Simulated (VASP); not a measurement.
# CaS (Oldhamite) (Fm-3m) in VASP: notebook

Runs on CaS (Oldhamite). Level: r2SCAN+D4. Tasks: single point, relaxation of cell and atoms.

Program: VASP 6.6.1. These are calculated values, not measurements. Logs are shortened: lines on timing, memory, paths and dates and some standing lists are left out, and cuts for length are marked.

## 1. The cell of the first run

The structure is cubic, space group Fm-3m (No. 225). Conventional cell: a = 5.678 Å, b = 5.678 Å, c = 5.678 Å, α = 90.00°, β = 90.00°, γ = 90.00°. Ca (site symmetry m-3m) has 6 S at 2.84 Å within 3.7 Å. S (site symmetry m-3m) has 6 Ca at 2.84 Å within 3.7 Å.

## 2. Single point, r2SCAN+D4

POSCAR

```
CaS
1.0
    0.0000000000      2.8390912599      2.8390912599
    2.8390912599      0.0000000000      2.8390912599
    2.8390912599      2.8390912599      0.0000000000
Ca S
1 1
Direct
    0.0000000000      0.0000000000      0.0000000000
    0.5000000000      0.5000000000      0.5000000000
```

INCAR.step1

```
ALGO     = Normal         # electronic algorithm
EDIFF    = 1E-5           # SCF threshold, eV
ENCUT    = 550            # plane-wave cutoff, eV
GGA      = PE             # functional
GGA_COMPAT= F            
ISMEAR   = 0              # smearing method
LASPH    = T              # aspherical terms in the spheres
LCHARG   = F              # write CHGCAR
LREAL    = F              # projectors in reciprocal space
LWAVE    = T              # write WAVECAR
NBANDS   = 15             # bands
NELM     = 120            # most SCF steps
PREC     = Accurate       # precision mode
SIGMA    = 0.01           # smearing width, eV
```

INCAR.step2

```
ALGO     = Normal         # electronic algorithm
EDIFF    = 1E-6           # SCF threshold, eV
ENCUT    = 550            # plane-wave cutoff, eV
GGA_COMPAT= F            
ISIF     = 2              # what is computed and relaxed
ISMEAR   = 0              # smearing method
ISTART   = 1            
IVDW     = 13             # dispersion correction
LASPH    = T              # aspherical terms in the spheres
LCHARG   = T              # write CHGCAR
LELF     = T              # ELF
LMIXTAU  = T            
LREAL    = F              # projectors in reciprocal space
LVHAR    = T            
LWAVE    = F              # write WAVECAR
METAGGA  = R2SCAN         # meta-GGA
NBANDS   = 15             # bands
NELM     = 120            # most SCF steps
PREC     = Accurate       # precision mode
SIGMA    = 0.01           # smearing width, eV
VDW_A1   = 0.51559235   
VDW_A2   = 5.77342911   
VDW_S6   = 1.0          
VDW_S8   = 0.6018749
```

KPOINTS

```
k-points
0
Gamma
  5 5 5
```

Potentials or basis: VASP PAW PBE potentials, release 64 (Ca_sv, S).

Run with:

```sh
> cat potpaw_PBE.64/Ca_sv/POTCAR potpaw_PBE.64/S/POTCAR > POTCAR
> cp INCAR.step1 INCAR
> mpirun -np 1 vasp_std > vasp.out
> cp INCAR.step2 INCAR
> mpirun -np 1 vasp_std > vasp.out
```

OUTCAR:

```text
EDIFF = 1E-6
   ENCUT = 550
   ISIF = 2
   ISMEAR = 0
   ISTART = 1
   IVDW = 13
   LASPH = T
   LREAL = F
   METAGGA = R2SCAN
   NELM = 120
   PREC = Accurate

 ion  position               nearest neighbor table
   1  0.000  0.000  0.000-   2 2.84   2 2.84   2 2.84   2 2.84   2 2.84   2 2.84
   2  0.500  0.500  0.500-   1 2.84   1 2.84   1 2.84   1 2.84   1 2.84   1 2.84

  LATTYP: Found a face centered cubic cell.
 ALAT       =     5.6781825198

  Lattice vectors:

 A1 = (   0.0000000000,   2.8390912599,   2.8390912599)
 A2 = (   2.8390912599,   0.0000000000,   2.8390912599)
 A3 = (   2.8390912599,   2.8390912599,   0.0000000000)

Analysis of symmetry for initial positions (statically):
=====================================================================
 Subroutine PRICEL returns:
 Original cell was already a primitive cell.

 Routine SETGRP: Setting up the symmetry group for a
 face centered cubic supercell.

 Subroutine GETGRP returns: Found 48 space group operations
 (whereof 48 operations were pure point group operations)
 out of a pool of 48 trial point group operations.

The static configuration has the point symmetry O_h .

Analysis of symmetry for dynamics (positions and initial velocities):
=====================================================================
 Subroutine PRICEL returns:
 Original cell was already a primitive cell.

 Routine SETGRP: Setting up the symmetry group for a
 face centered cubic supercell.

 Subroutine GETGRP returns: Found 48 space group operations
 (whereof 48 operations were pure point group operations)
 out of a pool of 48 trial point group operations.

The dynamic configuration has the point symmetry O_h .

 Subroutine INISYM returns: Found 48 space group operations
 (whereof 48 operations are pure point group operations),
 and found     1 'primitive' translations

----------------------------------------------------------------------------------------

                                     Primitive cell

  volume of cell :      45.7686

  direct lattice vectors                    reciprocal lattice vectors
     0.000000000  2.839091260  2.839091260    -0.176112690  0.176112690  0.176112690
     2.839091260  0.000000000  2.839091260     0.176112690 -0.176112690  0.176112690
     2.839091260  2.839091260  0.000000000     0.176112690  0.176112690 -0.176112690

  length of vectors
     4.015081365  4.015081365  4.015081365     0.305036128  0.305036128  0.305036128

  position of ions in fractional coordinates (direct lattice)
     0.000000000  0.000000000  0.000000000
     0.500000000  0.500000000  0.500000000

  ion indices of the primitive-cell ions
   primitive index   ion index
                 1           1
                 2           2

----------------------------------------------------------------------------------------

 KPOINTS: k-points

Automatic generation of k-mesh.
 Grid dimensions read from file:
 generate k-points for:    5    5    5

 Generating k-lattice:

  Cartesian coordinates                     Fractional coordinates (reciprocal lattice)
    -0.035222538  0.035222538  0.035222538     0.200000000  0.000000000  0.000000000
     0.035222538 -0.035222538  0.035222538     0.000000000  0.200000000  0.000000000
     0.035222538  0.035222538 -0.035222538     0.000000000  0.000000000  0.200000000

  Length of vectors
     0.061007226  0.061007226  0.061007226

  Shift w.r.t. Gamma in fractional coordinates (k-lattice)
     0.000000000  0.000000000  0.000000000

 Subroutine IBZKPT returns following result:
 ===========================================

 Found     10 irreducible k-points:

 Following reciprocal coordinates:
            Coordinates               Weight
  0.000000  0.000000  0.000000      1.000000
  0.200000  0.000000  0.000000      8.000000
  0.400000  0.000000  0.000000      8.000000
  0.200000  0.200000  0.000000      6.000000
  0.400000  0.200000  0.000000     24.000000
 -0.400000  0.200000  0.000000     24.000000
 -0.200000  0.200000  0.000000     12.000000
  0.400000  0.400000  0.000000      6.000000
 -0.400000  0.400000  0.000000     12.000000
 -0.400000  0.400000  0.200000     24.000000
   k-points           NKPTS =     10   k-points in BZ     NKDIM =     10   number of bands    NBANDS=     15
   number of dos      NEDOS =    301   number of ions     NIONS =      2
   total plane-waves  NPLWV =  32768
   dimension x,y,z NGX =    32 NGY =   32 NGZ =   32
   dimension x,y,z NGXF=    64 NGYF=   64 NGZF=   64
   ions per type =               1   1
   NGX,Y,Z   is equivalent  to a cutoff of  13.25, 13.25, 13.25 a.u.
   NGXF,Y,Z  is equivalent  to a cutoff of  26.50, 26.50, 26.50 a.u.
 SYSTEM =  unknown system
   PREC   = accura    normal or accurate (medium, high low for compatibility)
   ISTART =      1    job   : 0-new  1-cont  2-samecut
   ICHARG =      0    charge: 1-file 2-atom 10-const
   ISPIN  =      1    spin polarized calculation?
   LNONCOLLINEAR =      F non collinear calculations
   LSORBIT =      F    spin-orbit coupling
   LASPH  =      T    aspherical Exc in radial PAW
   ENCUT  =  550.0 eV  40.42 Ry    6.36 a.u.   7.68  7.68  7.68*2*pi/ulx,y,z
   NELM   =    120;   NELMIN=  2; NELMDL=  0     # of ELM steps
   EDIFF  = 0.1E-05   stopping-criterion for ELM
   LREAL  =      F    real-space projection
   EDIFFG = 0.1E-04   stopping-criterion for IOM
   NSW    =      0    number of steps for IOM
   IBRION =     -1    ionic relax: 0-MD 1-quasi-New 2-CG
   NFREE  =      0    steps in history (QN), initial steepest desc. (CG)
   ISIF   =      2    stress and relaxation
   ISYM   =      2    0-nonsym 1-usesym 2-fastsym
   POTIM  = 0.5000    time-step for ionic-motion
   TEBEG  =    0.0;   TEEND  =   0.0 temperature during run
   PSTRESS=    0.0 pullay stress
   NELECT =      16.0000    total number of electrons
   NUPDOWN=      -1.0000    fix difference up-down
   EMIN   =  10.00;   EMAX   =-10.00  energy-range for DOS
   EFERMI =   0.00;   METHOD = LEGACY
   ISMEAR =     0;   SIGMA  =   0.01  broadening in eV -4-tet -1-fermi 0-gaus
   EFERMI_NEDOS =   21; number of points for ismear=-14 and -15
   IALGO  =     38    algorithm
   IMIX   =      4    mixing-type and parameters
     AMIX     =   0.40;   BMIX     =  1.00
     AMIX_MAG =   1.60;   BMIX_MAG =  1.00
  volume/ion in A,a.u.               =      22.88       154.43
  Fermi-wavevector in a.u.,A,eV,Ry     =   1.153255  2.179337 18.095720  1.329998
  Thomas-Fermi vector in A             =   2.289901
   LORBIT       =      0    0 simple, 1 ext, 2 COOP (PROOUT), +10 PAW based schemes
   METAGGA = R2SCAN    functional components
   LHFCALC =     F    Hartree Fock is set to
   AEXX    =    0.0000 exact exchange contribution
   IVDW    =    13    specifies the selected vdW correction
   LEPSILON=     F    determine dielectric tensor
   LRPA    =     F    only Hartree local field effects (RPA)
 non-spin polarized calculation
 Gauss-broadening in eV      SIGMA  =   0.01
  energy-cutoff  :      550.00
  volume of cell :       45.77
 maximum number of plane-waves:      1363
   NGX = 15   NGY = 15   NGZ = 15

 number of electron      16.0000000 magnetization

 Free energy of the ion-electron system (eV)
  ---------------------------------------------------
  ext. energy  EPLUGINS =         0.00000000
  ---------------------------------------------------
  free energy    TOTEN  =       -19.93861436 eV

  energy without entropy =      -19.93861436  energy(sigma->0) =      -19.93861436

 E-fermi :   2.7372     XC(G=0):  -9.8228

 val. band max:        2.5530818889   @ k =   0.0000   0.0000   0.0000
 cond. band min:       5.4684617136   @ k =   0.4000   0.4000   0.0000
 fundamental gap:      2.9153798247
 Fermi energy:         2.7371534284

 k-point     1 :       0.0000    0.0000    0.0000
  band No.  band energies     occupation
      1     -38.1373      2.00000
      2     -18.2387      2.00000
      3     -18.2387      2.00000
      4     -18.2387      2.00000
      5      -9.2715      2.00000
      6       2.5531      2.00000
      7       2.5531      2.00000
      8       2.5531      2.00000
      9       7.2218      0.00000
     10       7.2218      0.00000
     11       7.2218      0.00000
     12       7.5369      0.00000
     13       7.8664      0.00000
     14       7.8664      0.00000
     15      14.1692      0.00000

 k-point     2 :       0.2000    0.0000    0.0000
  band No.  band energies     occupation
      1     -38.1332      2.00000
      2     -18.3017      2.00000
      3     -18.2431      2.00000
      4     -18.2431      2.00000
      5      -8.9988      2.00000
      6       1.2034      2.00000
      7       2.0617      2.00000
      8       2.0617      2.00000
      9       7.3070      0.00000
     10       7.7951      0.00000
     11       7.7951      0.00000
     12       8.8770      0.00000
     13       8.8770      0.00000
     14       9.1004      0.00000
     15      13.9726      0.00000

 k-point     3 :       0.4000    0.0000    0.0000
  band No.  band energies     occupation
      1     -38.1266      2.00000
      2     -18.4002      2.00000
      3     -18.2502      2.00000
      4     -18.2502      2.00000
      5      -8.5106      2.00000
      6      -0.3491      2.00000
      7       1.4633      2.00000
      8       1.4633      2.00000
      9       7.9688      0.00000
     10       9.0552      0.00000
     11       9.0552      0.00000
     12       9.7205      0.00000
     13      10.8033      0.00000
     14      10.8033      0.00000
     15      12.8448      0.00000

 k-point     4 :       0.2000    0.2000    0.0000
  band No.  band energies     occupation
      1     -38.1319      2.00000
      2     -18.2943      2.00000
      3     -18.2560      2.00000
      4     -18.2560      2.00000
      5      -8.9554      2.00000
      6       0.9372      2.00000
      7       2.1401      2.00000
      8       2.1401      2.00000
      9       6.4109      0.00000
     10       8.1475      0.00000
     11       8.2160      0.00000
     12       8.5477      0.00000
     13       8.5477      0.00000
     14      10.7640      0.00000
     15      14.5416      0.00000
[... 55 lines left out ...]
 k-point     8 :       0.4000    0.4000    0.0000
  band No.  band energies     occupation
      1     -38.1233      2.00000
      2     -18.3574      2.00000
      3     -18.2843      2.00000
      4     -18.2843      2.00000
      5      -8.6441      2.00000
      6       0.1955      2.00000
      7       1.7641      2.00000
      8       1.7641      2.00000
      9       5.4685      0.00000
     10       8.6566      0.00000
     11       9.3105      0.00000
     12       9.9341      0.00000
     13       9.9341      0.00000
     14      10.4736      0.00000
     15      13.7091      0.00000

 k-point     9 :      -0.4000    0.4000    0.0000
  band No.  band energies     occupation
      1     -38.1219      2.00000
      2     -18.3508      2.00000
      3     -18.3184      2.00000
      4     -18.2800      2.00000
      5      -8.5430      2.00000
      6       0.3829      2.00000
      7       0.9354      2.00000
      8       1.5661      2.00000
      9       6.2925      0.00000
     10       9.4353      0.00000
     11       9.6805      0.00000
     12       9.7618      0.00000
     13       9.7642      0.00000
     14      10.4492      0.00000
     15      13.2615      0.00000

 k-point    10 :      -0.4000    0.4000    0.2000
  band No.  band energies     occupation
      1     -38.1227      2.00000
      2     -18.3528      2.00000
      3     -18.3096      2.00000
      4     -18.2812      2.00000
      5      -8.5100      2.00000
      6       0.2815      2.00000
      7       1.0283      2.00000
      8       1.2413      2.00000
      9       7.2711      0.00000
     10       8.7555      0.00000
     11       9.1740      0.00000
     12       9.8661      0.00000
     13      10.1587      0.00000
     14      11.7218      0.00000
     15      12.6724      0.00000

------------------------ aborting loop because EDIFF is reached ----------------------------------------

  DFT-D4 for vdW energy calculation

  Edisp (eV):   -0.16602

  FORCE on cell =-STRESS in cart. coord.  units (eV):
  Direction    XX          YY          ZZ          XY          YZ          ZX
  --------------------------------------------------------------------------------------
  -------------------------------------------------------------------------------------
  Total       0.09816     0.09816     0.09816    -0.00000    -0.00000     0.00000
  in kB       3.43635     3.43635     3.43635    -0.00000    -0.00000     0.00000
  external pressure =        3.44 kB  Pullay stress =        0.00 kB

 VOLUME and BASIS-vectors are now :
 -----------------------------------------------------------------------------
  energy-cutoff  :      550.00
  volume of cell :       45.77
      direct lattice vectors                 reciprocal lattice vectors
     0.000000000  2.839091260  2.839091260    -0.176112690  0.176112690  0.176112690
     2.839091260  0.000000000  2.839091260     0.176112690 -0.176112690  0.176112690
     2.839091260  2.839091260  0.000000000     0.176112690  0.176112690 -0.176112690

 POSITION                                       TOTAL-FORCE (eV/Angst)
 -----------------------------------------------------------------------------------
      0.00000      0.00000      0.00000         0.000000     -0.000000      0.000000
      2.83909      2.83909      2.83909        -0.000000      0.000000     -0.000000
 -----------------------------------------------------------------------------------
    total drift:                                0.000000     -0.000000     -0.000000

  FREE ENERGIE OF THE ION-ELECTRON SYSTEM (eV)
  ---------------------------------------------------
  free  energy   TOTEN  =       -20.1046383757 eV

  energy  without entropy=      -20.1046383757  energy(sigma->0) =      -20.10463838
```

Run time: 40 s. Hardware: 1 thread of Intel Xeon 6975P-C, shared host; peak memory 0.19 GiB.

What came out:

| Item | Value |
| --- | --- |
| Free energy | -20.1046 eV |
| Pressure | 0.3 GPa |
| Band gap on the k mesh | 2.92 eV, indirect (least direct gap 3.70 eV) |
| Dispersion energy per atom | -0.083 eV |

Caveat: the PAW data sets were made with another functional, which shifts forces and pressure a little.

(Part 1 of 2 ends here.)
